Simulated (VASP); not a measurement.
Input of a VASP 6.6.1 run:

Contents of POSCAR:

```
C
1.0
    0.0000000000      1.7858130186      1.7858130186
    1.7858130186      0.0000000000      1.7858130186
    1.7858130186      1.7858130186      0.0000000000
C
2
Direct
    0.0000000000      0.0000000000      0.0000000000
    0.2500000000      0.2500000000      0.2500000000
```

Contents of INCAR.step1:

```
SYSTEM = C
ALGO = Normal ; EDIFF = 1E-5
ENCUT = 660 ; GGA = PE
GGA_COMPAT = .FALSE. ; ISMEAR = 0
LASPH = .TRUE. ; LCHARG = .FALSE.
LREAL = .FALSE. ; LWAVE = .TRUE.
NBANDS = 11 ; NELM = 120
PREC = Accurate ; SIGMA = 0.02
```

Contents of INCAR.step2:

```
SYSTEM = C
ALGO = Normal ; EDIFF = 1E-6
ENCUT = 660 ; GGA_COMPAT = .FALSE.
ISIF = 2 ; ISMEAR = 0
ISTART = 1 ; LASPH = .TRUE.
LCHARG = .FALSE. ; LMIXTAU = .TRUE.
LREAL = .FALSE. ; LWAVE = .FALSE.
METAGGA = R2SCAN ; NBANDS = 11
NELM = 120 ; PREC = Accurate
SIGMA = 0.02
```

KPOINTS

```
k-points
0
G
  12 12 12
  0 0 0
```

Potentials or basis: VASP PAW PBE potentials, release 64 (C).

The run is started by

```bash
$ cat potpaw_PBE.64/C/POTCAR > POTCAR
$ cp INCAR.step1 INCAR
$ mpirun -np 1 vasp_std > vasp.out
$ cp INCAR.step2 INCAR
$ mpirun -np 1 vasp_std > vasp.out
```

Question: What does it give for the band gap on the k mesh?

Answer: 4.33 eV, indirect (least direct gap 5.82 eV).

Question: Estimate the pressure.

Answer: -4.1 GPa.

Caveat: the PAW data sets were made with another functional, which shifts forces and pressure a little. r2SCAN opens gaps a little over a GGA but as a rule still falls short of measured ones.
